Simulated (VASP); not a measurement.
A run of VASP 6.6.1 is set up as follows.

The input POSCAR:

```
SnO2
1.0
    4.7380000000      0.0000000000      0.0000000000
    0.0000000000      4.7380000000      0.0000000000
    0.0000000000      0.0000000000      3.1865000000
Sn O
2 4
Direct
    0.5000000000      0.5000000000      0.5000000000
    0.0000000000      0.0000000000      0.0000000000
    0.8071000000      0.1929000000      0.5000000000
    0.6929000000      0.6929000000      0.0000000000
    0.1929000000      0.8071000000      0.5000000000
    0.3071000000      0.3071000000      0.0000000000
```

File INCAR.step1:

```
SYSTEM = SnO2
PREC = Accurate
ENCUT = 520
EDIFF = 1E-5
ISMEAR = -1
SIGMA = 0.05
LREAL = .FALSE.
LASPH = .TRUE.
NELM = 80
ALGO = Normal
ISIF = 2
LWAVE = .TRUE.
LCHARG = .FALSE.
NBANDS = 35
GGA = PE
```

File INCAR.step2:

```
SYSTEM = SnO2
PREC = Accurate
ENCUT = 520
EDIFF = 1E-7
ISMEAR = -1
SIGMA = 0.05
LREAL = .FALSE.
LASPH = .TRUE.
NELM = 80
ALGO = Normal
ISIF = 2
LWAVE = .FALSE.
LCHARG = .FALSE.
GGA = PE
LHFCALC = .TRUE.
AEXX = 1.0
ALDAC = 0.0
AGGAC = 0.0
PRECFOCK = Fast
NBANDS = 35
ISTART = 1
```

KPOINTS

```
Automatic mesh
0
G
  3 3 5
  0 0 0
```

Potentials or basis: VASP PAW PBE potentials, release 64 (Sn_d, O).

The run is started by

```bash
$ cat potpaw_PBE.64/Sn_d/POTCAR potpaw_PBE.64/O/POTCAR > POTCAR
$ cp INCAR.step1 INCAR
$ mpirun -np 1 vasp_std > vasp.out
$ cp INCAR.step2 INCAR
$ mpirun -np 1 vasp_std > vasp.out
```

Q: What does it give for the band gap on the k mesh?

A: 12.41 eV.

Q: What does it give for the pressure?

A: -3.3 GPa.

Q: Estimate the largest force.

A: 0.193 eV/Å.

Stress tensor (GPa, compression positive):
```
-2.45  0.00  0.00
 0.00 -2.45  0.00
 0.00  0.00 -4.97
```

Caveat: the k points lie up to 0.44 Å⁻¹ apart; the PAW data sets were made with another functional, which shifts forces and pressure a little; spin-orbit coupling is left out, which moves the levels of the heavy elements.
